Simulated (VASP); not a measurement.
Here is a VASP 6.6.1 calculation.

The input INCAR:

```
PREC = Accurate ; ENCUT = 520
EDIFF = 1E-8 ; ISMEAR = -1
SIGMA = 0.01 ; LREAL = F
LASPH = T ; NELM = 80
ALGO = Normal ; ISIF = 2
LWAVE = F ; LCHARG = F
GGA = PE ; LEFG = T
NBANDS = 15
```

File KPOINTS:

```
regular mesh
0
Gamma
  7 7 7
```

Contents of POSCAR:

```
KCl
1.0
    3.6935843607      0.0000000000      0.0000000000
    0.0000000000      3.6935843607      0.0000000000
    0.0000000000      0.0000000000      3.6935843607
K Cl
1 1
Direct
    0.0000000000      0.0000000000      0.0000000000
    0.5000000000      0.5000000000      0.5000000000
```

Potentials or basis: VASP PAW PBE potentials, release 64 (K_sv, Cl).

Launch:

```bash
$ cat potpaw_PBE.64/K_sv/POTCAR potpaw_PBE.64/Cl/POTCAR > POTCAR
$ mpirun -np 1 vasp_std > vasp.out
```

(1) What does it give for the band gap on the k mesh?

(2) Predict the pressure.

Answers

(1) 5.35 eV, indirect (least direct gap 5.55 eV).

(2) 2.8 GPa.

Caveat: without QUAD_EFG the Cq values of the log hold for a quadrupole moment of 1 mb, not for the nuclei.
